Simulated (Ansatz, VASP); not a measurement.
This is a calculation of Al for Ansatz 0.2.0.

Contents of input.yaml:

```yaml
crystal:
  lattice:
    - [0.0, 1.9974394157, 1.9974394157]
    - [1.9974394157, 0.0, 1.9974394157]
    - [1.9974394157, 1.9974394157, 0.0]
  atoms:
    - { symbol: Al, position: [0.0, 0.0, 0.0] }
hamiltonian:
  xc: { exchange: b88, correlation: pbe }
  pseudopotentials: { kind: paw }
kpoints:
  mp_grid: { grid: [11, 11, 11] }
scf:
  occupations: { method: fermi_dirac, width: 0.05 }
output:
  forces: true
  stress: true
  eigenvalues: true
```

Potentials or basis: Ansatz PAW.

The run is started by

```console
$ ansatz run input.yaml --threads 2 --pin off --max-ram 5120MiB --backend cpu --events-out ev --progress --plain --runs-dir out
```

**Question.** Set up the same calculation for VASP 6.6.1. Potentials there: VASP PAW PBE potentials, release 64 (Al).

**Answer.** As run (the cutoff follows the program's own potentials):

File INCAR:

```
SYSTEM = Al
PREC = Accurate
ENCUT = 500
EDIFF = 1E-6
ISMEAR = -1
SIGMA = 0.05
LREAL = .False.
LASPH = .True.
NELM = 120
ALGO = Normal
ISIF = 2
LWAVE = .False.
LCHARG = .True.
GGA = LIBXC
LIBXC1 = GGA_X_B88
LIBXC2 = GGA_C_PBE
LELF = .True.
LVHAR = .True.
NBANDS = 8
GGA_COMPAT = .False.
```

The input KPOINTS:

```
regular mesh
0
Gamma
  11 11 11
  0 0 0
```

Contents of POSCAR:

```
Al
1.0
    0.0000000000      1.9974394157      1.9974394157
    1.9974394157      0.0000000000      1.9974394157
    1.9974394157      1.9974394157      0.0000000000
Al
1
Direct
    0.0000000000      0.0000000000      0.0000000000
```

Potentials or basis: VASP PAW PBE potentials, release 64 (Al).

Command:

```console
$ cat potpaw_PBE.64/Al/POTCAR > POTCAR
$ mpirun -np 1 vasp_std > vasp.out
```

Both were run:

|  | VASP | Ansatz | Ansatz less VASP |
| --- | --- | --- | --- |
| gap on the k mesh at the Fermi level (eV) | none | none | - |
| pressure (GPa) | 3.5 | 3.7 | +0.16 |

VASP's potentials were made for PBE, not for b88 exchange, pbe correlation. A gap of «none» marks a metal or a gap that the smearing closes. The functional is the same, so the differences come from potentials, cutoffs and numerics.
